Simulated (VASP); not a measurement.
# SiSbTe3 (Pm-3m) in VASP: further runs, part 2 of 2

VASP 6.6.1. Earlier steps stand in the parts before.

### Step 6. Relaxation of cell and atoms, PBE

This run uses another cell than the first one, of 28.14 Å³/atom, 0.759 times its volume.

File INCAR:

```
SYSTEM = SiSbTe3
ALGO = Normal ; EDIFF = 1E-6
EDIFFG = -0.04 ; ENCUT = 600
GGA = PE ; IBRION = 2
ISIF = 3 ; ISMEAR = 0
LASPH = .TRUE. ; LCHARG = .FALSE.
LREAL = .FALSE. ; LWAVE = .FALSE.
NELM = 60 ; NSW = 90
PREC = Accurate ; SIGMA = 0.1
```

File KPOINTS:

```
k-points
0
G
  4 4 4
  0 0 0
```

File POSCAR:

```
SiSbTe3
1.0
    5.2010171100      0.0000000000      0.0000000000
    0.0000000000      5.2010171100      0.0000000000
    0.0000000000      0.0000000000      5.2010171100
Si Sb Te
1 1 3
Direct
    0.5000000000      0.5000000000      0.5000000000
    0.0000000000      0.0000000000      0.0000000000
    0.5000000000      0.0000000000      0.0000000000
    0.0000000000      0.5000000000      0.0000000000
    0.0000000000      0.0000000000      0.5000000000
```

Potentials or basis: VASP PAW PBE potentials, release 64 (Si, Sb, Te).

Started as:

```sh
$ cat potpaw_PBE.64/Si/POTCAR potpaw_PBE.64/Sb/POTCAR potpaw_PBE.64/Te/POTCAR > POTCAR
$ mpirun -np 1 vasp_std > vasp.out
```

OUTCAR:

```text
SYSTEM = SiSbTe3
   EDIFF = 1E-6
   EDIFFG = -0.04
   ENCUT = 600
   GGA = PE
   IBRION = 2
   ISIF = 3
   ISMEAR = 0
   LASPH = .TRUE.
   LREAL = .FALSE.
   NELM = 60
   NSW = 90
   PREC = Accurate

 ion  position               nearest neighbor table
   1  0.500  0.500  0.500-
   2  0.000  0.000  0.000-   3 2.60   4 2.60   5 2.60   5 2.60   4 2.60   3 2.60
   3  0.500  0.000  0.000-   2 2.60   2 2.60   5 3.68   5 3.68   4 3.68   4 3.68   4 3.68   5 3.68
                             5 3.68   4 3.68
   4  0.000  0.500  0.000-   2 2.60   2 2.60   5 3.68   5 3.68   3 3.68   3 3.68   5 3.68   5 3.68
                             3 3.68   3 3.68
   5  0.000  0.000  0.500-   2 2.60   2 2.60   4 3.68   3 3.68   3 3.68   4 3.68   4 3.68   4 3.68
                             3 3.68   3 3.68

  LATTYP: Found a simple cubic cell.
 ALAT       =     5.2010171100

  Lattice vectors:

 A1 = (   5.2010171100,   0.0000000000,   0.0000000000)
 A2 = (   0.0000000000,   5.2010171100,   0.0000000000)
 A3 = (   0.0000000000,   0.0000000000,   5.2010171100)

Analysis of symmetry for initial positions (statically):
=====================================================================
 Subroutine PRICEL returns:
 Original cell was already a primitive cell.

 Routine SETGRP: Setting up the symmetry group for a
 simple cubic supercell.

 Subroutine GETGRP returns: Found 48 space group operations
 (whereof 48 operations were pure point group operations)
 out of a pool of 48 trial point group operations.

The static configuration has the point symmetry O_h .
[... 140 lines left out ...]
 maximum number of plane-waves:      4713
 NGX is ok and might be reduce to    42
   NGX = 21   NGY = 21   NGZ = 21

--------------------------------------- Ionic step        1  -------------------------------------------

 number of electron      26.9999996 magnetization

 Free energy of the ion-electron system (eV)
  ---------------------------------------------------
  ext. energy  EPLUGINS =         0.00000000
  ---------------------------------------------------
  free energy    TOTEN  =       -12.25083455 eV

  energy without entropy =      -12.21533257  energy(sigma->0) =      -12.23308356

 E-fermi :   6.8987     XC(G=0):  -9.5820

 val. band max:        6.8792009248   @ k =   0.5000   0.2500   0.0000
 cond. band min:       6.9108063418   @ k =   0.5000   0.2500   0.2500
 fundamental gap:      0.0316054170
 Fermi energy:         6.8986588703

 k-point     1 :       0.0000    0.0000    0.0000
  band No.  band energies     occupation
      1      -8.0163      2.00000
      2      -3.5011      2.00000
      3      -3.5011      2.00000
      4      -0.4886      2.00000
      5      -0.1836      2.00000
      6      -0.1836      2.00000
[... 305 lines left out ...]
--------------------------------------- Ionic step        4  -------------------------------------------

 number of electron      26.9999998 magnetization

 Free energy of the ion-electron system (eV)
  ---------------------------------------------------
  ext. energy  EPLUGINS =         0.00000000
  ---------------------------------------------------
  free energy    TOTEN  =       -14.20355728 eV

  energy without entropy =      -14.16591462  energy(sigma->0) =      -14.18473595

 E-fermi :   3.7494     XC(G=0):  -8.3886

 val. band max:        3.7190867575   @ k =   0.5000   0.5000   0.0000
 cond. band min:       3.8096199181   @ k =   0.5000   0.2500   0.2500
 fundamental gap:      0.0905331605
 Fermi energy:         3.7493714245

 k-point     1 :       0.0000    0.0000    0.0000
  band No.  band energies     occupation
      1      -8.8876      2.00000
      2      -6.1606      2.00000
      3      -6.1606      2.00000
      4      -3.4140      2.00000
      5      -2.3429      2.00000
      6      -1.3688      2.00000
[... 221 lines left out ...]
  FREE ENERGIE OF THE ION-ELECTRON SYSTEM (eV)
  ---------------------------------------------------
  free  energy   TOTEN  =       -14.2035572785 eV

  energy  without entropy=      -14.1659146151  energy(sigma->0) =      -14.18473595

 reached required accuracy - stopping structural energy minimisation
```

CONTCAR:

```text
SiSbTe3
   1.00000000000000
     5.7225819504564841   -0.0000000000000000    0.0000000000000000
     0.0000000000000000    5.7225819504564841   -0.0000000000000000
    -0.0000000000000000    0.0000000000000000    5.7225819504564841
  Si              Sb              Te
     1     1     3
Direct
     0.5000000000000000    0.5000000000000000    0.5000000000000000
     0.0000000000000000    0.0000000000000000    0.0000000000000000
     0.5000000000000000    0.0000000000000000    0.0000000000000000
     0.0000000000000000    0.5000000000000000    0.0000000000000000
     0.0000000000000000    0.0000000000000000    0.5000000000000000

  0.00000000E+00  0.00000000E+00  0.00000000E+00
  0.00000000E+00  0.00000000E+00  0.00000000E+00
  0.00000000E+00  0.00000000E+00  0.00000000E+00
  0.00000000E+00  0.00000000E+00  0.00000000E+00
  0.00000000E+00  0.00000000E+00  0.00000000E+00
```

Wall time 76 s (1 thread of AMD EPYC 9R14 (Zen 4), shared host); peak memory 0.25 GiB.

Results:

| Property | Result |
| --- | --- |
| Free energy | -14.2036 eV |
| Relaxed volume | 37.48 Å³/atom |
| Relaxed cell | a = 5.723 Å, b = 5.723 Å, c = 5.723 Å, α = 90.00°, β = 90.00°, γ = 90.00° |
| Space group after relaxing (to 0.05 Å) | Pm-3m (No. 221) |
| Energy gained by relaxing | 390.5 meV/atom |
| Ionic steps | 4 |
| Pressure after relaxing | 0.0 GPa |

The path:
| step | energy change (eV) | largest force (eV/Å) | pressure (GPa) | volume (Å³) |
| --- | --- | --- | --- | --- |
| 1 | 0.0000 | 0.0000 | 17.71 | 140.69 |
| 2 | -1.6506 | 0.0000 | -3.18 | 214.02 |
| 3 | -1.9520 | 0.0000 | 0.22 | 185.87 |
| 4 | -1.9527 | 0.0000 | -0.04 | 187.40 |

Final structure:
```xyz
5
Lattice="5.7226 0.0000 0.0000 0.0000 5.7226 0.0000 0.0000 0.0000 5.7226" Properties=species:S:1:pos:R:3 pbc="T T T"
Si    2.8613    2.8613    2.8613
Sb    0.0000    0.0000    0.0000
Te    2.8613    0.0000    0.0000
Te    0.0000    2.8613    0.0000
Te    0.0000    0.0000    2.8613
```

Caveat: the volume moved by over 15 % at a fixed basis, so the end points are rough; spin-orbit coupling is left out, which moves the levels of the heavy elements.

### Step 7. Overview

```tsv
task	cell	k mesh	cutoff (eV)	gap on the mesh (eV)	pressure (GPa)	relaxed volume (Å³/atom)
single point	a = 5.702 Å, 5 atoms	8 × 8 × 8	520	none	0.0	-
relaxation of cell and atoms	relaxed from a = 5.726 Å, 5 atoms	8 × 8 × 8	600	none	0.0	37.06
single point	a = 5.201 Å, 5 atoms	4 × 4 × 4	520	none	17.7	-
single point	a = 5.726 Å, 5 atoms	4 × 4 × 4	520	none	-0.1	-
relaxation of cell and atoms	relaxed from a = 5.201 Å, 5 atoms	4 × 4 × 4	600	none	0.0	37.48
```

Alike in all rows: level PBE; potentials or basis VASP PAW PBE potentials, release 64 (Si, Sb, Te); no spin polarisation; smearing gaussian 0.1 eV.

Caveats: spin-orbit coupling is left out, which moves the levels of the heavy elements; the volume moved by over 15 % at a fixed basis, so the end points are rough (some runs).

Total energies depend on the potentials used, so only differences within one code and one set of settings carry meaning.
